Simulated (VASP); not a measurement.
# Hf (Fm-3m) in VASP: notebook, part 2 of 2

VASP 6.6.1.

### 4 Single point, PBEsol+D4

INCAR reads:

```
SYSTEM = Hf
  PREC = Accurate
  ENCUT = 520
  EDIFF = 1E-6
  ISMEAR = 0
  SIGMA = 0.1
  LREAL = .False.
  LASPH = .True.
  NELM = 80
  ALGO = Normal
  ISIF = 2
  LWAVE = .False.
  LCHARG = .False.
  GGA = PS
  IVDW = 13
  NBANDS = 11
```

KPOINTS reads:

```
regular mesh
0
Gamma
  11 11 11
  0 0 0
```

POSCAR reads:

```
Hf
1.0
    3.1395540000      0.0000000000      0.0000000000
    1.5697770000      2.7189335206      0.0000000000
    1.5697770000      0.9063111735      2.5634351066
Hf
1
Direct
    0.0000000000      0.0000000000      0.0000000000
```

Potentials or basis: VASP PAW PBE potentials, release 64 (Hf_pv).

Run with:

```console
$ cat potpaw_PBE.64/Hf_pv/POTCAR > POTCAR
$ mpirun -np 1 vasp_std > vasp.out
```

OUTCAR:

```text
SYSTEM = Hf
   PREC = Accurate
   ENCUT = 520
   EDIFF = 1E-6
   ISMEAR = 0
   LREAL = .False.
   LASPH = .True.
   NELM = 80
   ISIF = 2
   GGA = PS
   IVDW = 13

 ion  position               nearest neighbor table
   1  0.000  0.000  0.000-

  LATTYP: Found a face centered cubic cell.
 ALAT       =     4.4399998467

  Lattice vectors:

 A1 = (   3.1395540000,   0.0000000000,   0.0000000000)
 A2 = (   1.5697770000,   2.7189335206,   0.0000000000)
 A3 = (   1.5697770000,   0.9063111735,   2.5634351066)

Analysis of symmetry for initial positions (statically):
=====================================================================
 Subroutine PRICEL returns:
 Original cell was already a primitive cell.

 Routine SETGRP: Setting up the symmetry group for a
 face centered cubic supercell.

 Subroutine GETGRP returns: Found 48 space group operations
 (whereof 48 operations were pure point group operations)
 out of a pool of 48 trial point group operations.

The static configuration has the point symmetry O_h .

Analysis of symmetry for dynamics (positions and initial velocities):
=====================================================================
 Subroutine PRICEL returns:
 Original cell was already a primitive cell.

 Routine SETGRP: Setting up the symmetry group for a
 face centered cubic supercell.

 Subroutine GETGRP returns: Found 48 space group operations
 (whereof 48 operations were pure point group operations)
 out of a pool of 48 trial point group operations.

The dynamic configuration has the point symmetry O_h .

 Subroutine INISYM returns: Found 48 space group operations
 (whereof 48 operations are pure point group operations),
 and found     1 'primitive' translations

----------------------------------------------------------------------------------------

                                     Primitive cell

  volume of cell :      21.8821

  direct lattice vectors                    reciprocal lattice vectors
     3.139554000  0.000000000  0.000000000     0.318516579 -0.183895633 -0.130033849
     1.569777000  2.718933521  0.000000000     0.000000000  0.367791265 -0.130033849
     1.569777000  0.906311174  2.563435107     0.000000000  0.000000000  0.390101547
[... 112 lines left out ...]
   LRPA    =     F    only Hartree local field effects (RPA)
 non-spin polarized calculation
 Gauss-broadening in eV      SIGMA  =   0.10
  energy-cutoff  :      520.00
  volume of cell :       21.88
 maximum number of plane-waves:       609
   NGX = 11   NGY = 11   NGZ = 11

 number of electron      10.0000000 magnetization

 Free energy of the ion-electron system (eV)
  ---------------------------------------------------
  ext. energy  EPLUGINS =         0.00000000
  ---------------------------------------------------
  free energy    TOTEN  =       -10.44125043 eV

  energy without entropy =      -10.43633826  energy(sigma->0) =      -10.43879434

 E-fermi :   4.7429     XC(G=0): -11.4931

 val. band max:        4.7142402323   @ k =   0.1818   0.1818   0.0000
 cond. band min:       4.7754928270   @ k =   0.2727   0.0000   0.0000
 fundamental gap:      0.0612525947
 Fermi energy:         4.7428600546

 k-point     1 :       0.0000    0.0000    0.0000
  band No.  band energies     occupation
      1     -25.1381      2.00000
      2     -25.1381      2.00000
      3     -25.1381      2.00000
      4      -2.5571      2.00000
      5       6.1401      0.00000
      6       6.1401      0.00000
      7       6.1401      0.00000
      8       9.0021      0.00000
      9       9.0021      0.00000
     10      16.1845      0.00000
     11      17.8698      0.00000
[... 309 lines left out ...]
 k-point    24 :      -0.1818    0.1818    0.0000
  band No.  band energies     occupation
      1     -25.6333      2.00000
      2     -25.3441      2.00000
      3     -25.1968      2.00000
      4       0.1431      2.00000
      5       4.5178      1.99854
      6       5.8593      0.00000
      7       7.4235      0.00000
      8       7.5305      0.00000
      9      10.5741      0.00000
     10      17.3776      0.00000
     11      17.9007      0.00000

 [... further k-points ...]

------------------------ aborting loop because EDIFF is reached ----------------------------------------

  DFT-D4 for vdW energy calculation

  Edisp (eV):   -0.12501

  FORCE on cell =-STRESS in cart. coord.  units (eV):
  Direction    XX          YY          ZZ          XY          YZ          ZX
  --------------------------------------------------------------------------------------
  -------------------------------------------------------------------------------------
  Total      -0.42346    -0.42346    -0.42346    -0.00000     0.00000     0.00000
  in kB     -31.00487   -31.00487   -31.00487    -0.00000     0.00000     0.00000
  external pressure =      -31.00 kB  Pullay stress =        0.00 kB

 VOLUME and BASIS-vectors are now :
 -----------------------------------------------------------------------------
  energy-cutoff  :      520.00
  volume of cell :       21.88
      direct lattice vectors                 reciprocal lattice vectors
     3.139554000  0.000000000  0.000000000     0.318516579 -0.183895633 -0.130033849
     1.569777000  2.718933521  0.000000000     0.000000000  0.367791265 -0.130033849
     1.569777000  0.906311174  2.563435107     0.000000000  0.000000000  0.390101547

 POSITION                                       TOTAL-FORCE (eV/Angst)
 -----------------------------------------------------------------------------------
      0.00000      0.00000      0.00000        -0.000000     -0.000000      0.000000
 -----------------------------------------------------------------------------------
    total drift:                                0.000000     -0.000000      0.000000

  FREE ENERGIE OF THE ION-ELECTRON SYSTEM (eV)
  ---------------------------------------------------
  free  energy   TOTEN  =       -10.5662568053 eV

  energy  without entropy=      -10.5613446375  energy(sigma->0) =      -10.56380072
```

stdout:

```text
POSCAR found type information on POSCAR Hf
 POSCAR found :  1 types and       1 ions
 scaLAPACK will be used
 -----------------------------------------------------------------------------
|                                                                             |
|                                                                             |
|     You enforced a specific xc type in the INCAR file but a different       |
|     I HOPE YOU KNOW WHAT YOU ARE DOING!                                     |
|                                                                             |
 -----------------------------------------------------------------------------

 LDA part: xc-table for (Slater+PW92), standard interpolation
 POSCAR, INCAR and KPOINTS ok, starting setup
 FFT: planning ... GRIDC
 FFT: planning ... GRID_SOFT
 FFT: planning ... GRID
 WAVECAR not read
 entering main loop
```

It took 6.4 s on 1 thread of Intel Xeon Platinum 8488C (Sapphire Rapids), shared host; peak memory 0.14 GiB.

Results:

| Quantity | Value |
| --- | --- |
| Free energy | -10.5663 eV |
| Pressure | -3.1 GPa |
| Band gap on the k mesh | zero (band 5 reaches 6.14 eV, above the bottom of band 6 at 4.40 eV) |
| Dispersion energy per atom | -0.125 eV |

Caveat: the PAW data sets were made with another functional, which shifts forces and pressure a little; spin-orbit coupling is left out, which moves the levels of the heavy elements; pairwise dispersion overbinds metals, which lowers pressure and volume.

### 5 Single point, PBEsol+D4

INCAR reads:

```
PREC     = Accurate       # precision mode
ENCUT    = 520            # plane-wave cutoff, eV
EDIFF    = 1E-6           # SCF threshold, eV
ISMEAR   = 0              # smearing method
SIGMA    = 0.05           # smearing width, eV
LREAL    = False          # projectors in reciprocal space
LASPH    = True           # aspherical terms in the spheres
NELM     = 60             # most SCF steps
ALGO     = Normal         # electronic algorithm
ISIF     = 2              # what is computed and relaxed
LWAVE    = False          # write WAVECAR
LCHARG   = False          # write CHGCAR
GGA      = PS             # functional
IVDW     = 13             # dispersion correction
NBANDS   = 11             # bands
```

KPOINTS reads:

```
Automatic mesh
0
Gamma
  11 11 11
```

POSCAR is that of step 4.

Run with:

```console
$ cat potpaw_PBE.64/Hf_pv/POTCAR > POTCAR
$ mpirun -np 1 vasp_std > vasp.out
```

It took 6.3 s on 1 thread of Intel Xeon Platinum 8488C (Sapphire Rapids), shared host; peak memory 0.14 GiB.

It converged, with:

```
Free energy                : -10.5646 eV
Pressure                   : -3.3 GPa
Band gap on the k mesh     : zero (band 5 reaches 6.14 eV, above the bottom of band 6 at 4.41 eV)
Dispersion energy per atom : -0.125 eV
```

Levels at points of the mesh, in eV from the Fermi level:
```csv
k point,band 3,band 4,band 5,band 6,band 7,band 8
"(0.00, 0.00, 0.00)",-29.87,-7.30,1.40,1.40,1.40,4.27
```

Caveat: the PAW data sets were made with another functional, which shifts forces and pressure a little; spin-orbit coupling is left out, which moves the levels of the heavy elements; pairwise dispersion overbinds metals, which lowers pressure and volume.

### 6 The runs side by side

```csv
smearing,gap on the mesh (eV),pressure (GPa)
gaussian 0.3 eV,none,-2.7
gaussian 0.2 eV,none,-2.9
gaussian 0.1 eV,none,-3.1
gaussian 0.05 eV,none,-3.3
```

Alike in all rows: task single point; level PBEsol+D4; potentials or basis VASP PAW PBE potentials, release 64 (Hf_pv); no spin polarisation; cell as given; k mesh 11 × 11 × 11; cutoff (eV) 520.

Every run on the cell as given and a fine mesh finds a metal.

Caveats: the PAW data sets were made with another functional, which shifts forces and pressure a little; spin-orbit coupling is left out, which moves the levels of the heavy elements; pairwise dispersion overbinds metals, which lowers pressure and volume.

Absolute energies hang on the potentials; compare differences alone.
